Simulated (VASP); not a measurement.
Cu, 3 atoms in the cell. The typed cell holds 3 atoms: a = 2.522 Å, b = 2.522 Å, c = 6.163 Å, α = 90.00°, β = 90.00°, γ = 120.00°. 

| Quantity | Value |
| --- | --- |
| Program | VASP 6.6.1 |
| Task | single point |
| Functional | PBEsol |
| Potentials or basis | VASP PAW PBE potentials, release 64 (Cu) |
| Cutoff | 520 eV |
| k mesh | 18 × 18 × 7 |
| Occupations | gaussian, width 0.1 eV |
| Spin | no spin polarisation |
| Dipole correction | no |
| Further INCAR settings | ALGO = Fast; EDIFF = 1e-07; NBANDS = 24 |

Potentials or basis: VASP PAW PBE potentials, release 64 (Cu).

The run is started by

```console
$ cat potpaw_PBE.64/Cu/POTCAR > POTCAR
$ mpirun -np 1 vasp_std > vasp.out
```

Hardware: 1 thread of Intel(R) Xeon(R) 6975P-C (Granite Rapids), with other jobs on the host.

Task: How long does it take, and how much memory?

Result: It took 88 s on 1 thread of Intel(R) Xeon(R) 6975P-C (Granite Rapids), with other jobs on the host, peak memory 0.25 GiB. Counts: scf iterations 16, k points 229.
